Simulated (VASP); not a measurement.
# SnO2 (R-3m) in VASP: a series of runs

Runs on SnO2. Level: PBEsol. Tasks: single point.

All numbers are computed with VASP 6.6.1; they aren't measurements. Logs are shortened: lines on timing, memory, paths and dates and some standing lists are left out, and cuts for length are marked.

### 1 The cell of the first run

The structure is trigonal, space group R-3m (No. 166). The conventional cell has a = 3.104 Å, b = 3.104 Å, c = 12.525 Å, α = 90.00°, β = 90.00°, γ = 120.00°. Sn (site symmetry -3m) has 6 O at 2.02 Å within 2.7 Å. O (site symmetry 3m) has 3 Sn at 2.02 Å and 3 O at 2.59 Å within 2.7 Å.

### 2 Single point, PBEsol

Input file INCAR:

```
PREC = Accurate ; ENCUT = 520
EDIFF = 1E-6 ; ISMEAR = 0
SIGMA = 0.05 ; LREAL = False
LASPH = True ; NELM = 80
ALGO = Normal ; ISIF = 2
LWAVE = False ; LCHARG = False
GGA = PS ; NBANDS = 20
```

Input file KPOINTS:

```
regular mesh
0
Gamma
  12 12 12
```

Input file POSCAR:

```
SnO2
1.0
    1.5519000000      0.8959898828      4.1751333333
   -1.5519000000      0.8959898828      4.1751333333
    0.0000000000     -1.7919797655      4.1751333333
Sn O
1 2
Direct
    0.5000000000      0.5000000000      0.5000000000
    0.2414378084      0.2414378084      0.2414378084
    0.7585621916      0.7585621916      0.7585621916
```

Potentials or basis: VASP PAW PBE potentials, release 64 (Sn_d, O).

Command:

```
$ cat potpaw_PBE.64/Sn_d/POTCAR potpaw_PBE.64/O/POTCAR > POTCAR
$ mpirun -np 1 vasp_std > vasp.out
```

OUTCAR:

```text
PREC = Accurate
   ENCUT = 520
   EDIFF = 1E-6
   ISMEAR = 0
   LREAL = False
   LASPH = True
   NELM = 80
   ISIF = 2
   GGA = PS

 ion  position               nearest neighbor table
   1  0.500  0.500  0.500-   2 2.02   2 2.02   3 2.02   3 2.02   2 2.02   3 2.02
   2  0.241  0.241  0.241-   1 2.02   1 2.02   1 2.02
   3  0.759  0.759  0.759-   1 2.02   1 2.02   1 2.02

  LATTYP: Found a trigonal (rhomboedric) cell.
 ALAT       =     4.5434491117
 COS(alpha) =     0.7666616483

  Lattice vectors:

 A1 = (   1.5519000000,   0.8959898828,   4.1751333333)
 A2 = (  -1.5519000000,   0.8959898828,   4.1751333333)
 A3 = (   0.0000000000,  -1.7919797655,   4.1751333333)

Analysis of symmetry for initial positions (statically):
=====================================================================
 Subroutine PRICEL returns:
 Original cell was already a primitive cell.

 Routine SETGRP: Setting up the symmetry group for a
 trigonal (rhombohedral) supercell.

 Subroutine GETGRP returns: Found 12 space group operations
 (whereof 12 operations were pure point group operations)
 out of a pool of 12 trial point group operations.

The static configuration has the point symmetry D_3d.

Analysis of symmetry for dynamics (positions and initial velocities):
=====================================================================
 Subroutine PRICEL returns:
 Original cell was already a primitive cell.

 Routine SETGRP: Setting up the symmetry group for a
 trigonal (rhombohedral) supercell.

 Subroutine GETGRP returns: Found 12 space group operations
 (whereof 12 operations were pure point group operations)
 out of a pool of 12 trial point group operations.

The dynamic configuration has the point symmetry D_3d.

 Subroutine INISYM returns: Found 12 space group operations
 (whereof 12 operations are pure point group operations),
 and found     1 'primitive' translations

----------------------------------------------------------------------------------------

                                     Primitive cell

  volume of cell :      34.8328

  direct lattice vectors                    reciprocal lattice vectors
     1.551900000  0.895989883  4.175133333     0.322185708  0.186014005  0.079837770
    -1.551900000  0.895989883  4.175133333    -0.322185708  0.186014005  0.079837770
     0.000000000 -1.791979766  4.175133333     0.000000000 -0.372028010  0.079837770

  length of vectors
     4.543449112  4.543449112  4.543449112     0.380498239  0.380498239  0.380498239

  position of ions in fractional coordinates (direct lattice)
     0.500000000  0.500000000  0.500000000
     0.241437808  0.241437808  0.241437808
     0.758562192  0.758562192  0.758562192

  ion indices of the primitive-cell ions
   primitive index   ion index
                 1           1
                 2           2
                 3           3

----------------------------------------------------------------------------------------

 KPOINTS: regular mesh

Automatic generation of k-mesh.
 Grid dimensions read from file:
 generate k-points for:   12   12   12

 Generating k-lattice:

  Cartesian coordinates                     Fractional coordinates (reciprocal lattice)
     0.026848809  0.015501167  0.006653147     0.083333333  0.000000000 -0.000000000
    -0.026848809  0.015501167  0.006653147     0.000000000  0.083333333 -0.000000000
     0.000000000 -0.031002334  0.006653147    -0.000000000 -0.000000000  0.083333333

  Length of vectors
     0.031708187  0.031708187  0.031708187

  Shift w.r.t. Gamma in fractional coordinates (k-lattice)
     0.000000000  0.000000000  0.000000000

 Subroutine IBZKPT returns following result:
 ===========================================

 Found    189 irreducible k-points:

 Following reciprocal coordinates:
            Coordinates               Weight
  0.000000  0.000000  0.000000      1.000000
  0.083333  0.000000  0.000000      6.000000
  0.166667  0.000000  0.000000      6.000000
  0.250000  0.000000  0.000000      6.000000
  0.333333  0.000000  0.000000      6.000000
  0.416667 -0.000000  0.000000      6.000000
[... 16 lines left out ...]
  0.500000  0.166667  0.000000     12.000000
 -0.416667  0.166667  0.000000     12.000000
 [... further k-points ...]
   k-points           NKPTS =    189   k-points in BZ     NKDIM =    189   number of bands    NBANDS=     20
   number of dos      NEDOS =    301   number of ions     NIONS =      3
   total plane-waves  NPLWV =  46656
   dimension x,y,z NGX =    36 NGY =   36 NGZ =   36
   dimension x,y,z NGXF=    72 NGYF=   72 NGZF=   72
   ions per type =               1   2
   NGX,Y,Z   is equivalent  to a cutoff of  13.17, 13.17, 13.17 a.u.
   NGXF,Y,Z  is equivalent  to a cutoff of  26.34, 26.34, 26.34 a.u.
 SYSTEM =  unknown system
   PREC   = accura    normal or accurate (medium, high low for compatibility)
   ISTART =      0    job   : 0-new  1-cont  2-samecut
   ICHARG =      2    charge: 1-file 2-atom 10-const
   ISPIN  =      1    spin polarized calculation?
   LNONCOLLINEAR =      F non collinear calculations
   LSORBIT =      F    spin-orbit coupling
   LASPH  =      T    aspherical Exc in radial PAW
   ENCUT  =  520.0 eV  38.22 Ry    6.18 a.u.   8.45  8.45  8.45*2*pi/ulx,y,z
   NELM   =     80;   NELMIN=  2; NELMDL= -5     # of ELM steps
   EDIFF  = 0.1E-05   stopping-criterion for ELM
   LREAL  =      F    real-space projection
   EDIFFG = 0.1E-04   stopping-criterion for IOM
   NSW    =      0    number of steps for IOM
   IBRION =     -1    ionic relax: 0-MD 1-quasi-New 2-CG
   NFREE  =      0    steps in history (QN), initial steepest desc. (CG)
   ISIF   =      2    stress and relaxation
   ISYM   =      2    0-nonsym 1-usesym 2-fastsym
   POTIM  = 0.5000    time-step for ionic-motion
   TEBEG  =    0.0;   TEEND  =   0.0 temperature during run
   PSTRESS=    0.0 pullay stress
   NELECT =      26.0000    total number of electrons
   NUPDOWN=      -1.0000    fix difference up-down
   EMIN   =  10.00;   EMAX   =-10.00  energy-range for DOS
   EFERMI =   0.00;   METHOD = LEGACY
   ISMEAR =     0;   SIGMA  =   0.05  broadening in eV -4-tet -1-fermi 0-gaus
   EFERMI_NEDOS =   21; number of points for ismear=-14 and -15
   IALGO  =     38    algorithm
   IMIX   =      4    mixing-type and parameters
     AMIX     =   0.40;   BMIX     =  1.00
     AMIX_MAG =   1.60;   BMIX_MAG =  1.00
  volume/ion in A,a.u.               =      11.61        78.35
  Fermi-wavevector in a.u.,A,eV,Ry     =   1.485034  2.806308 30.005291  2.205327
  Thomas-Fermi vector in A             =   2.598496
   LORBIT       =      0    0 simple, 1 ext, 2 COOP (PROOUT), +10 PAW based schemes
   GGA     = PS    functional components
   LHFCALC =     F    Hartree Fock is set to
   AEXX    =    0.0000 exact exchange contribution
   IVDW    =     0    specifies the selected vdW correction
   LEPSILON=     F    determine dielectric tensor
   LRPA    =     F    only Hartree local field effects (RPA)
 non-spin polarized calculation
 Gauss-broadening in eV      SIGMA  =   0.05
  energy-cutoff  :      520.00
  volume of cell :       34.83
 maximum number of plane-waves:       951
 NGX is ok and might be reduce to    36
   NGX = 17   NGY = 17   NGZ = 17

 number of electron      25.9999998 magnetization

 Free energy of the ion-electron system (eV)
  ---------------------------------------------------
  ext. energy  EPLUGINS =         0.00000000
  ---------------------------------------------------
  free energy    TOTEN  =       -18.99037391 eV

  energy without entropy =      -18.99037391  energy(sigma->0) =      -18.99037391

 E-fermi :   6.1895     XC(G=0): -11.5495

 val. band max:        5.9531513618   @ k =   0.5000   0.5000   0.0000
 cond. band min:       8.5366597518   @ k =   0.0000   0.0000   0.0000
 fundamental gap:      2.5835083901
 Fermi energy:         6.1894853940

 k-point     1 :       0.0000    0.0000    0.0000
  band No.  band energies     occupation
      1     -14.5252      2.00000
      2     -13.7921      2.00000
      3     -13.7921      2.00000
      4     -13.4248      2.00000
      5     -13.4248      2.00000
      6     -12.6881      2.00000
[... 12 lines left out ...]
     19      23.7687      0.00000
     20      23.7687      0.00000

 k-point     2 :       0.0833    0.0000    0.0000
  band No.  band energies     occupation
      1     -14.4541      2.00000
      2     -13.8950      2.00000
      3     -13.7688      2.00000
      4     -13.4518      2.00000
      5     -13.4260      2.00000
      6     -12.6607      2.00000
[... 12 lines left out ...]
     19      22.2511      0.00000
     20      23.7650      0.00000

 k-point     3 :       0.1667    0.0000    0.0000
  band No.  band energies     occupation
      1     -14.3482      2.00000
      2     -14.0677      2.00000
      3     -13.7097      2.00000
      4     -13.4970      2.00000
      5     -13.4244      2.00000
      6     -12.5637      2.00000
[... 12 lines left out ...]
     19      21.0567      0.00000
     20      23.8112      0.00000

 k-point     4 :       0.2500    0.0000    0.0000
  band No.  band energies     occupation
      1     -14.5815      2.00000
      2     -13.8854      2.00000
      3     -13.6470      2.00000
      4     -13.5323      2.00000
      5     -13.4015      2.00000
      6     -12.3687      2.00000
[... 12 lines left out ...]
     19      20.7221      0.00000
     20      24.0590      0.00000

 k-point     5 :       0.3333    0.0000    0.0000
  band No.  band energies     occupation
      1     -14.8531      2.00000
      2     -13.6998      2.00000
      3     -13.6158      2.00000
      4     -13.5099      2.00000
      5     -13.3442      2.00000
      6     -12.0623      2.00000
[... 12 lines left out ...]
     19      20.5726      0.00000
     20      22.5618      0.00000
[... 353 lines left out ...]
      6     -12.0786      2.00000
[... 12 lines left out ...]
     19      20.6552      0.00000
     20      22.5539      0.00000

 k-point    22 :       0.4167    0.1667    0.0000
  band No.  band energies     occupation
      1     -14.7529      2.00000
      2     -14.0523      2.00000
      3     -13.5797      2.00000
      4     -13.5105      2.00000
      5     -13.3262      2.00000
      6     -11.5854      2.00000
[... 12 lines left out ...]
     19      21.0730      0.00000
     20      21.6377      0.00000

 k-point    23 :       0.5000    0.1667    0.0000
  band No.  band energies     occupation
      1     -14.8905      2.00000
      2     -14.0173      2.00000
      3     -13.6058      2.00000
      4     -13.4468      2.00000
      5     -13.3283      2.00000
      6     -11.0938      2.00000
[... 12 lines left out ...]
     19      20.9329      0.00000
     20      21.5489      0.00000

 k-point    24 :      -0.4167    0.1667    0.0000
  band No.  band energies     occupation
      1     -14.9372      2.00000
      2     -14.0061      2.00000
      3     -13.6161      2.00000
      4     -13.3800      2.00000
      5     -13.3726      2.00000
      6     -10.8931      2.00000
[... 12 lines left out ...]
     19      20.5963      0.00000
     20      21.7063      0.00000

 [... further k-points ...]
[... 5 lines left out ...]
  --------------------------------------------------------------------------------------
  -------------------------------------------------------------------------------------
  Total        6.8037124      6.8037124      3.7021869      0.0000000      0.0000000     -0.0000000
  in kB      312.9450516    312.9450516    170.2866033      0.0000000      0.0000000     -0.0000000
  external PRESSURE =     265.3922355 kB  Pullay stress =       0.0000000 kB

 VOLUME and BASIS-vectors are now :
 -----------------------------------------------------------------------------
  energy-cutoff  :      520.00
  volume of cell :       34.83
      direct lattice vectors                 reciprocal lattice vectors
     1.551900000  0.895989883  4.175133333     0.322185708  0.186014005  0.079837770
    -1.551900000  0.895989883  4.175133333    -0.322185708  0.186014005  0.079837770
     0.000000000 -1.791979766  4.175133333     0.000000000 -0.372028010  0.079837770

 POSITION                                       TOTAL-FORCE (eV/Angst)
 -----------------------------------------------------------------------------------
      0.00000      0.00000      6.26270        -0.000000      0.000000     -0.000000
      0.00000      0.00000      3.02411         0.000000      0.000000      1.692455
      0.00000      0.00000      9.50129         0.000000     -0.000000     -1.692455
 -----------------------------------------------------------------------------------
    total drift:                               -0.000000     -0.000000      0.000000

  FREE ENERGIE OF THE ION-ELECTRON SYSTEM (eV)
  ---------------------------------------------------
  free  energy   TOTEN  =       -18.9903739066 eV

  energy  without entropy=      -18.9903739066  energy(sigma->0) =      -18.99037391
```

Run time: 1.9 min. Hardware: 1 thread of AMD EPYC 9R45 (Zen 5), shared host; peak memory 0.25 GiB.

Results:

```yaml
Free_energy: -18.9904 eV
Pressure: 26.5 GPa
Largest_force: 1.692 eV/Å
Band_gap_on_the_k_mesh: 2.58 eV, indirect (least direct gap 2.73 eV)
```

Forces on the atoms (eV/Å):
```
Sn   0.000  0.000  0.000
O    0.000  0.000  1.692
O    0.000  0.000 -1.692
```

Levels at points of the mesh, in eV from the valence-band top:
```
           k point  band 10  band 11  band 12  band 13  band 14  band 15  band 16  band 17
(0.00, 0.00, 0.00)    -1.67    -1.17    -1.17    -0.15     2.58     5.98    11.74    11.74
(0.50, 0.00, 0.00)    -3.68    -2.07    -1.14    -0.84     6.67     8.55    10.63    13.20
(0.50, 0.50, 0.00)    -3.95    -1.25    -0.45     0.00     5.96     7.41    11.67    12.05
(0.50, 0.50, 0.50)    -1.87    -1.87    -1.03    -1.03     4.51     6.47    12.27    12.27
```

Caveat: the PAW data sets were made with another functional, which shifts forces and pressure a little; spin-orbit coupling is left out, which moves the levels of the heavy elements.

### 3 Single point, PBEsol

This run uses another cell than the first one, of 11.68 Å³/atom, 1.006 times its volume.

Input file INCAR:

```
PREC = Accurate
ENCUT = 520
EDIFF = 1E-6
ISMEAR = 0
SIGMA = 0.05
LREAL = F
LASPH = T
NELM = 60
ALGO = Normal
ISIF = 2
LWAVE = F
LCHARG = F
GGA = PS
NBANDS = 20
```

KPOINTS is that of step 2.

Input file POSCAR:

```
SnO2
1.0
    1.5786500000      0.9114340025      4.0575333333
   -1.5786500000      0.9114340025      4.0575333333
    0.0000000000     -1.8228680049      4.0575333333
Sn O
1 2
Direct
    0.5000000000      0.5000000000      0.5000000000
    0.2414378084      0.2414378084      0.2414378084
    0.7585621916      0.7585621916      0.7585621916
```

Potentials or basis: VASP PAW PBE potentials, release 64 (Sn_d, O).

Command:

```
$ cat potpaw_PBE.64/Sn_d/POTCAR potpaw_PBE.64/O/POTCAR > POTCAR
$ mpirun -np 1 vasp_std > vasp.out
```

Run time: 1.9 min. Hardware: 1 thread of AMD EPYC 9R45 (Zen 5), shared host; peak memory 0.26 GiB.

It converged, with:

```yaml
Free_energy: -19.0932 eV
Pressure: 20.5 GPa
Largest_force: 1.548 eV/Å
Band_gap_on_the_k_mesh: 2.22 eV, indirect (least direct gap 2.31 eV)
```

Forces in eV/Å, atoms in the order of the input:
```
Sn   0.000  0.000  0.000
O    0.000  0.000  1.548
O    0.000  0.000 -1.548
```

Stress tensor (GPa, compression positive):
```
23.25  0.00  0.00
 0.00 23.25  0.00
 0.00  0.00 15.14
```

Levels at points of the mesh, in eV from the valence-band top:
```csv
k point,band 9,band 10,band 11,band 12,band 13,band 14,band 15,band 16,band 17,band 18
"(0.00, 0.00, 0.00)",-1.71,-1.71,-1.35,-1.35,-0.10,2.22,5.75,11.20,11.20,13.93
"(0.50, 0.00, 0.00)",-4.69,-3.76,-2.04,-1.23,-0.93,6.37,8.44,10.16,13.21,14.18
"(0.50, 0.50, 0.00)",-5.35,-4.08,-1.07,-0.46,0.00,5.62,7.24,11.30,11.83,13.76
"(0.50, 0.50, 0.50)",-2.39,-1.96,-1.96,-1.17,-1.17,4.31,6.40,11.85,11.85,14.25
```

Caveat: the PAW data sets were made with another functional, which shifts forces and pressure a little; spin-orbit coupling is left out, which moves the levels of the heavy elements.

### 4 Single point, PBEsol

This run uses another cell than the first one, of 11.85 Å³/atom, 1.020 times its volume.

Input file INCAR:

```
SYSTEM = SnO2
PREC = Accurate
ENCUT = 520
EDIFF = 1E-7
ISMEAR = 0
SIGMA = 0.05
LREAL = .FALSE.
LASPH = .TRUE.
NELM = 100
ALGO = Normal
ISIF = 2
LWAVE = .FALSE.
LCHARG = .FALSE.
GGA = PS
NBANDS = 20
```

Input file KPOINTS:

```
regular mesh
0
G
  12 12 12
  0 0 0
```

Input file POSCAR:

```
SnO2
1.0
    1.5251500000      0.8805457631      4.4103567335
   -1.5251500000      0.8805457631      4.4103567335
    0.0000000000     -1.7610915261      4.4103567335
Sn O
1 2
Direct
    0.5000000000      0.5000000000      0.5000000000
    0.2414378084      0.2414378084      0.2414378084
    0.7585621916      0.7585621916      0.7585621916
```

Command:

```
$ cat potpaw_PBE.64/Sn_d/POTCAR potpaw_PBE.64/O/POTCAR > POTCAR
$ mpirun -np 1 vasp_std > vasp.out
```

Run time: 2.1 min. Hardware: 1 thread of AMD EPYC 9R45 (Zen 5), shared host; peak memory 0.26 GiB.

The run converged. Its results:

```
Free energy            : -18.9285 eV
Pressure               : 27.9 GPa
Largest force          : 1.402 eV/Å
Band gap on the k mesh : 2.89 eV, indirect (least direct gap 3.10 eV)
```

Forces on the atoms (eV/Å):
```
Sn   0.000  0.000  0.000
O    0.000  0.000  1.402
O    0.000  0.000 -1.402
```

Stress tensor (GPa, compression positive):
```
34.73  0.00  0.00
 0.00 34.73  0.00
 0.00  0.00 14.16
```

Levels at points of the mesh, in eV from the valence-band top:
```
           k point  band 11  band 12  band 13  band 14  band 15  band 16
(0.00, 0.00, 0.00)    -0.89    -0.89    -0.21     2.89     6.21    12.35
(0.50, 0.00, 0.00)    -2.04    -0.94    -0.70     6.81     8.50    11.22
(0.50, 0.50, 0.00)    -1.47    -0.42     0.00     6.23     7.47    12.09
(0.50, 0.50, 0.50)    -1.63    -0.78    -0.78     4.56     6.47    12.71
```

Caveat: the PAW data sets were made with another functional, which shifts forces and pressure a little; spin-orbit coupling is left out, which moves the levels of the heavy elements. A k mesh can miss the band edges.

### 5 Summary

```csv
cell,gap on the mesh (eV),pressure (GPa),largest force (eV/Å)
"a = 4.543 Å, angles 39.9°, 3 atoms",2.58,26.5,1.69
"a = 4.448 Å, angles 41.6°, 3 atoms",2.22,20.5,1.55
"a = 4.749 Å, angles 37.5°, 3 atoms",2.89,27.9,1.40
```

Alike in all rows: task single point; level PBEsol; potentials or basis VASP PAW PBE potentials, release 64 (Sn_d, O); no spin polarisation; k mesh 12 × 12 × 12; cutoff (eV) 520; smearing gaussian 0.05 eV.

Caveats: the PAW data sets were made with another functional, which shifts forces and pressure a little; spin-orbit coupling is left out, which moves the levels of the heavy elements.

Absolute energies hang on the potentials; compare differences alone.
